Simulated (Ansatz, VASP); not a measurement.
**Two plane-wave programs on SiC**

```
Si C
1.0
     3.07530    0.00000    0.00000
    -1.53765    2.66329    0.00000
     0.00000    0.00000    5.04834
Si C
2 2
Cartesian
  0.0000 1.7755 2.5222
  1.5376 0.8878 5.0463
  0.0000 1.7755 4.4193
  1.5376 0.8878 1.8951
```

Alike in both runs: functional r2SCAN; k mesh 12 × 12 × 6; occupations gaussian, width 0.02 eV; no spin polarisation.

Ansatz relaxed the structure, and its values are those at the end. VASP's run is a single point on that final structure, the one shown.

|  | VASP | Ansatz |
| --- | --- | --- |
| version | VASP 6.6.1 | Ansatz 0.2.0 |
| potentials or method | VASP PAW PBE potentials, release 64 (Si, C), cutoff 520 eV | scalar-relativistic, plane waves, PAW |
| valence electrons in the cell | 16 | 16 |

Ansatz gave:

* gap on the k mesh at the Fermi level (eV): 2.65
* least direct gap on the mesh (eV): 4.48
* pressure (GPa): 0.0

Question: What did VASP give for the same quantities?

Answer: gap on the k mesh at the Fermi level (eV): 2.66; least direct gap on the mesh (eV): 4.48; pressure (GPa): -0.2.

VASP's potentials were made for PBE, not for r2SCAN.
